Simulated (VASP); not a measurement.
# TiAl6Ni5 (P4/mmm) in VASP: a series of runs, part 2 of 3

VASP 6.6.1.

### 3 Single point, PBE

Input file INCAR:

```
SYSTEM = TiAl6Ni5
PREC     = Accurate       ! precision mode
ENCUT    = 520            ! plane-wave cutoff, eV
EDIFF    = 1E-6           ! SCF threshold, eV
ISMEAR   = 0              ! smearing method
SIGMA    = 0.1            ! smearing width, eV
LREAL    = .False.        ! projectors in reciprocal space
LASPH    = .True.         ! aspherical terms in the spheres
NELM     = 100            ! most SCF steps
ALGO     = Fast           ! electronic algorithm
ISIF     = 2              ! what is computed and relaxed
LWAVE    = .False.        ! write WAVECAR
LCHARG   = .True.         ! write CHGCAR
GGA      = PE             ! functional
LELF     = .True.         ! ELF
LVHAR    = .True.       
NBANDS   = 52             ! bands
```

Input file KPOINTS:

```
Automatic mesh
0
Gamma
  10 10 4
  0 0 0
```

Input file POSCAR:

```
TiAl6Ni5
1.0
    4.0812158000      0.0000000000      0.0000000000
    0.0000000000      4.0812158000      0.0000000000
    0.0000000000      0.0000000000      9.2516495000
Ti Al Ni
1 6 5
Direct
    0.5000000000      0.5000000000      0.5000000000
    0.0000000000      0.5000000000      0.0000000000
    0.5000000000      0.0000000000      0.0000000000
    0.0000000000      0.5000000000      0.3137110000
    0.5000000000      0.0000000000      0.3137110000
    0.0000000000      0.5000000000      0.6862890000
    0.5000000000      0.0000000000      0.6862890000
    0.5000000000      0.5000000000      0.1605720000
    0.0000000000      0.0000000000      0.1530280000
    0.0000000000      0.0000000000      0.5000000000
    0.5000000000      0.5000000000      0.8394280000
    0.0000000000      0.0000000000      0.8469720000
```

Potentials or basis: VASP PAW PBE potentials, release 64 (Ti_sv, Al, Ni).

The run is started by

```sh
> cat potpaw_PBE.64/Ti_sv/POTCAR potpaw_PBE.64/Al/POTCAR potpaw_PBE.64/Ni/POTCAR > POTCAR
> mpirun -np 1 vasp_std > vasp.out
```

OUTCAR:

```text
SYSTEM = TiAl6Ni5
   PREC = Accurate
   ENCUT = 520
   EDIFF = 1E-6
   ISMEAR = 0
   LREAL = .False.
   LASPH = .True.
   NELM = 100
   ISIF = 2
   GGA = PE

 ion  position               nearest neighbor table
   1  0.500  0.500  0.500-   4 2.67   5 2.67   6 2.67   7 2.67   5 2.67   7 2.67   4 2.67   6 2.67
                            10 2.89  10 2.89  10 2.89  10 2.89
   2  0.000  0.500  0.000-   9 2.48  12 2.48   9 2.48  12 2.48  11 2.52   8 2.52   8 2.52  11 2.52
                             3 2.89   3 2.89   3 2.89   3 2.89   6 2.90   4 2.90
   3  0.500  0.000  0.000-   9 2.48  12 2.48   9 2.48  12 2.48   8 2.52  11 2.52  11 2.52   8 2.52
                             2 2.89   2 2.89   2 2.89   2 2.89   7 2.90   5 2.90
   4  0.000  0.500  0.314-   8 2.48   8 2.48   9 2.52   9 2.52   1 2.67  10 2.67   1 2.67  10 2.67
                             5 2.89   5 2.89   5 2.89   5 2.89   2 2.90
   5  0.500  0.000  0.314-   8 2.48   8 2.48   9 2.52   9 2.52   1 2.67   1 2.67  10 2.67  10 2.67
                             4 2.89   4 2.89   4 2.89   4 2.89   3 2.90
   6  0.000  0.500  0.686-  11 2.48  11 2.48  12 2.52  12 2.52  10 2.67   1 2.67   1 2.67  10 2.67
                             7 2.89   7 2.89   7 2.89   7 2.89   2 2.90
   7  0.500  0.000  0.686-  11 2.48  11 2.48  12 2.52  12 2.52   1 2.67   1 2.67  10 2.67  10 2.67
                             6 2.89   6 2.89   6 2.89   6 2.89   3 2.90
   8  0.500  0.500  0.161-   4 2.48   5 2.48   5 2.48   4 2.48   3 2.52   2 2.52   2 2.52   3 2.52
                             9 2.89   9 2.89   9 2.89   9 2.89  11 2.97
   9  0.000  0.000  0.153-   2 2.48   3 2.48   2 2.48   3 2.48   4 2.52   4 2.52   5 2.52   5 2.52
                            12 2.83   8 2.89   8 2.89   8 2.89   8 2.89
  10  0.000  0.000  0.500-   4 2.67   5 2.67   6 2.67   7 2.67   4 2.67   6 2.67   5 2.67   7 2.67
                             1 2.89   1 2.89   1 2.89   1 2.89
  11  0.500  0.500  0.839-   6 2.48   7 2.48   7 2.48   6 2.48   3 2.52   2 2.52   2 2.52   3 2.52
                            12 2.89  12 2.89  12 2.89  12 2.89   8 2.97
  12  0.000  0.000  0.847-   2 2.48   3 2.48   2 2.48   3 2.48   6 2.52   6 2.52   7 2.52   7 2.52
                             9 2.83  11 2.89  11 2.89  11 2.89  11 2.89

  LATTYP: Found a simple tetragonal cell.
 ALAT       =     4.0812158000
 C/A-ratio  =     2.2668856423

  Lattice vectors:

 A1 = (   4.0812158000,   0.0000000000,   0.0000000000)
 A2 = (   0.0000000000,   4.0812158000,   0.0000000000)
 A3 = (   0.0000000000,   0.0000000000,   9.2516495000)

Analysis of symmetry for initial positions (statically):
=====================================================================
 Subroutine PRICEL returns:
 Original cell was already a primitive cell.

 Routine SETGRP: Setting up the symmetry group for a
 simple tetragonal supercell.

 Subroutine GETGRP returns: Found 16 space group operations
 (whereof 16 operations were pure point group operations)
 out of a pool of 16 trial point group operations.

The static configuration has the point symmetry D_4h.

Analysis of symmetry for dynamics (positions and initial velocities):
=====================================================================
 Subroutine PRICEL returns:
 Original cell was already a primitive cell.

 Routine SETGRP: Setting up the symmetry group for a
 simple tetragonal supercell.

 Subroutine GETGRP returns: Found 16 space group operations
 (whereof 16 operations were pure point group operations)
 out of a pool of 16 trial point group operations.

[... 80 lines left out ...]
  0.300000  0.000000  0.000000      4.000000
  0.400000  0.000000  0.000000      4.000000
  0.500000  0.000000  0.000000      2.000000
[... 16 lines left out ...]
  0.100000  0.000000  0.250000      8.000000
  0.200000  0.000000  0.250000      8.000000
 [... further k-points ...]
   k-points           NKPTS =     63   k-points in BZ     NKDIM =     63   number of bands    NBANDS=     52
   number of dos      NEDOS =    301   number of ions     NIONS =     12
   total plane-waves  NPLWV =  63000
   dimension x,y,z NGX =    30 NGY =   30 NGZ =   70
   dimension x,y,z NGXF=    60 NGYF=   60 NGZF=  140
   ions per type =               1   6   5
   NGX,Y,Z   is equivalent  to a cutoff of  12.22, 12.22, 12.58 a.u.
   NGXF,Y,Z  is equivalent  to a cutoff of  24.44, 24.44, 25.16 a.u.
 SYSTEM =  TiAl6Ni5
   PREC   = accura    normal or accurate (medium, high low for compatibility)
   ISTART =      0    job   : 0-new  1-cont  2-samecut
   ICHARG =      2    charge: 1-file 2-atom 10-const
   ISPIN  =      1    spin polarized calculation?
   LNONCOLLINEAR =      F non collinear calculations
   LSORBIT =      F    spin-orbit coupling
   LASPH  =      T    aspherical Exc in radial PAW
   ENCUT  =  520.0 eV  38.22 Ry    6.18 a.u.   7.59  7.59 17.20*2*pi/ulx,y,z
   NELM   =    100;   NELMIN=  2; NELMDL= -5     # of ELM steps
   EDIFF  = 0.1E-05   stopping-criterion for ELM
   LREAL  =      F    real-space projection
[... 7 lines left out ...]
   TEBEG  =    0.0;   TEEND  =   0.0 temperature during run
   PSTRESS=    0.0 pullay stress
   NELECT =      80.0000    total number of electrons
   NUPDOWN=      -1.0000    fix difference up-down
   EMIN   =  10.00;   EMAX   =-10.00  energy-range for DOS
   EFERMI =   0.00;   METHOD = LEGACY
   ISMEAR =     0;   SIGMA  =   0.10  broadening in eV -4-tet -1-fermi 0-gaus
   EFERMI_NEDOS =   21; number of points for ismear=-14 and -15
   IALGO  =     68    algorithm
   IMIX   =      4    mixing-type and parameters
     AMIX     =   0.40;   BMIX     =  1.00
     AMIX_MAG =   1.60;   BMIX_MAG =  1.00
  volume/ion in A,a.u.               =      12.84        86.66
  Fermi-wavevector in a.u.,A,eV,Ry     =   1.315746  2.486399 23.554237  1.731188
  Thomas-Fermi vector in A             =   2.445907
   LORBIT       =      0    0 simple, 1 ext, 2 COOP (PROOUT), +10 PAW based schemes
   GGA     = PE    functional components
   LHFCALC =     F    Hartree Fock is set to
   AEXX    =    0.0000 exact exchange contribution
   IVDW    =     0    specifies the selected vdW correction
   LEPSILON=     F    determine dielectric tensor
   LRPA    =     F    only Hartree local field effects (RPA)
 non-spin polarized calculation
 RMM-DIIS sequential band-by-band and
 Gauss-broadening in eV      SIGMA  =   0.10
  energy-cutoff  :      520.00
  volume of cell :      154.10
 maximum number of plane-waves:      4176
   NGX = 15   NGY = 15   NGZ = 35

 number of electron      80.0000084 magnetization

 Free energy of the ion-electron system (eV)
  ---------------------------------------------------
  ext. energy  EPLUGINS =         0.00000000
  ---------------------------------------------------
  free energy    TOTEN  =       -64.45917095 eV

  energy without entropy =      -64.43042725  energy(sigma->0) =      -64.44479910

 E-fermi :   9.5349     XC(G=0): -11.7721

 val. band max:        9.5289612437   @ k =   0.5000   0.3000   0.5000
 cond. band min:       9.5412235814   @ k =   0.2000   0.2000   0.5000
 fundamental gap:      0.0122623377
 Fermi energy:         9.5349410934

 k-point     1 :       0.0000    0.0000    0.0000
  band No.  band energies     occupation
      1     -47.0740      2.00000
      2     -23.4020      2.00000
      3     -23.4020      2.00000
      4     -23.3497      2.00000
      5      -1.2665      2.00000
      6       0.3895      2.00000
[... 1309 lines left out ...]
     51      13.7639      0.00000
     52      13.9403      0.00000

 [... further k-points ...]
[... 5 lines left out ...]
  --------------------------------------------------------------------------------------
  -------------------------------------------------------------------------------------
  Total       -0.0023714     -0.0023714     -0.0457207      0.0000000     -0.0000000      0.0000000
  in kB       -0.0246553     -0.0246553     -0.4753629      0.0000000     -0.0000000      0.0000000
  external PRESSURE =      -0.1748912 kB  Pullay stress =       0.0000000 kB

 VOLUME and BASIS-vectors are now :
 -----------------------------------------------------------------------------
  energy-cutoff  :      520.00
  volume of cell :      154.10
      direct lattice vectors                 reciprocal lattice vectors
     4.081215800  0.000000000  0.000000000     0.245025024  0.000000000  0.000000000
     0.000000000  4.081215800  0.000000000     0.000000000  0.245025024  0.000000000
     0.000000000  0.000000000  9.251649500     0.000000000  0.000000000  0.108088833

 POSITION                                       TOTAL-FORCE (eV/Angst)
 -----------------------------------------------------------------------------------
      2.04061      2.04061      4.62582         0.000000     -0.000000     -0.000000
      0.00000      2.04061      0.00000         0.000000     -0.000000     -0.000000
      2.04061      0.00000      0.00000         0.000000     -0.000000     -0.000000
      0.00000      2.04061      2.90234         0.000000      0.000000      0.003465
      2.04061      0.00000      2.90234        -0.000000     -0.000000      0.003465
      0.00000      2.04061      6.34931         0.000000      0.000000     -0.003465
      2.04061      0.00000      6.34931         0.000000     -0.000000     -0.003465
      2.04061      2.04061      1.48556         0.000000     -0.000000     -0.006870
      0.00000      0.00000      1.41576         0.000000     -0.000000     -0.002259
      0.00000      0.00000      4.62582         0.000000     -0.000000     -0.000000
      2.04061      2.04061      7.76609         0.000000     -0.000000      0.006870
      0.00000      0.00000      7.83589         0.000000     -0.000000      0.002259
 -----------------------------------------------------------------------------------
    total drift:                                0.000000      0.000000      0.000000

  FREE ENERGIE OF THE ION-ELECTRON SYSTEM (eV)
  ---------------------------------------------------
  free  energy   TOTEN  =       -64.4591709543 eV

  energy  without entropy=      -64.4304272549  energy(sigma->0) =      -64.44479910
```

Run time: 7 min. Hardware: 1 thread of Intel Xeon 6975P-C (Granite Rapids), shared host; peak memory 0.53 GiB.

Results:

```yaml
Free_energy: -64.4592 eV
Pressure: 0.0 GPa
Largest_force: 0.007 eV/Å
Band_gap_on_the_k_mesh: zero (bands 40 and 41 overlap by 1.37 eV)
```

Forces on the atoms (eV/Å):
```
Ti   0.000  0.000  0.000
Al   0.000  0.000  0.000
Al   0.000  0.000  0.000
Al   0.000  0.000  0.003
Al   0.000  0.000  0.003
Al   0.000  0.000 -0.003
Al   0.000  0.000 -0.003
Ni   0.000  0.000 -0.007
Ni   0.000  0.000 -0.002
Ni   0.000  0.000  0.000
Ni   0.000  0.000  0.007
Ni   0.000  0.000  0.002
```

Levels at points of the mesh, in eV from the Fermi level:
| k point | band 36 | band 37 | band 38 | band 39 | band 40 | band 41 | band 42 | band 43 |
| --- | --- | --- | --- | --- | --- | --- | --- | --- |
| (0.00, 0.00, 0.00) | -0.50 | -0.42 | -0.42 | 0.07 | 0.73 | 1.19 | 1.19 | 1.28 |
| (0.50, 0.00, 0.00) | -1.30 | -0.78 | -0.69 | -0.28 | 0.49 | 0.65 | 1.06 | 1.20 |
| (0.50, 0.50, 0.00) | -1.63 | -1.63 | -0.83 | -0.82 | -0.80 | -0.64 | -0.09 | -0.09 |
| (0.00, 0.00, 0.50) | -0.69 | -0.69 | -0.03 | 0.08 | 0.46 | 0.46 | 1.04 | 1.53 |
| (0.50, 0.00, 0.50) | -1.13 | -0.80 | -0.60 | -0.39 | 0.24 | 0.28 | 1.18 | 1.42 |
| (0.50, 0.50, 0.50) | -1.62 | -1.62 | -1.03 | -0.88 | -0.76 | -0.63 | -0.16 | -0.16 |

[end of part 2 of 3]

The gap in the log of VASP goes by the Fermi energy; the results here count the filled bands.